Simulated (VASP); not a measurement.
Input of a VASP 6.6.1 run:

INCAR

```
SYSTEM = LiF
ALGO     = Normal         ! electronic algorithm
EDIFF    = 1E-8           ! SCF threshold, eV
ENCUT    = 600            ! plane-wave cutoff, eV
GGA      = PS             ! functional
IBRION   = 6              ! ionic algorithm
ISIF     = 3              ! what is computed and relaxed
ISMEAR   = 0              ! smearing method
LASPH    = .TRUE.         ! aspherical terms in the spheres
LCHARG   = .FALSE.        ! write CHGCAR
LREAL    = .FALSE.        ! projectors in reciprocal space
LWAVE    = .FALSE.        ! write WAVECAR
NBANDS   = 12             ! bands
NELM     = 100            ! most SCF steps
NFREE    = 2            
NSW      = 1              ! ionic steps
POTIM    = 0.015          ! step
PREC     = Accurate       ! precision mode
SIGMA    = 0.01           ! smearing width, eV
```

File KPOINTS:

```
k-points
0
G
  10 10 10
  0 0 0
```

The input POSCAR:

```
LiF
1.0
    0.0000000000      1.9053142250      1.9053142250
    1.9053142250      0.0000000000      1.9053142250
    1.9053142250      1.9053142250      0.0000000000
Li F
1 1
Direct
    0.0000000000      0.0000000000      0.0000000000
    0.5000000000      0.5000000000      0.5000000000
```

Potentials or basis: VASP PAW PBE potentials, release 64 (Li_sv, F).

Command:

```bash
$ cat potpaw_PBE.64/Li_sv/POTCAR potpaw_PBE.64/F/POTCAR > POTCAR
$ mpirun -np 1 vasp_std > vasp.out
```

(1) Predict the elastic constants C11, C12, C44.

(2) Predict the Voigt bulk modulus.

(3) What does it give for the highest phonon frequency at Γ, LO-TO splitting left out?

Results:

(1) 241, 54, 74 GPa.

(2) 116 GPa.

(3) 442 cm⁻¹.

Caveat: the cell is under stress, which shifts elastic constants; the cutoff is under 1.25 times the usual one of these potentials, so pressure, stress and relaxed cells hold a basis-set (Pulay) error; the PAW data sets were made with another functional, which shifts forces and pressure a little.
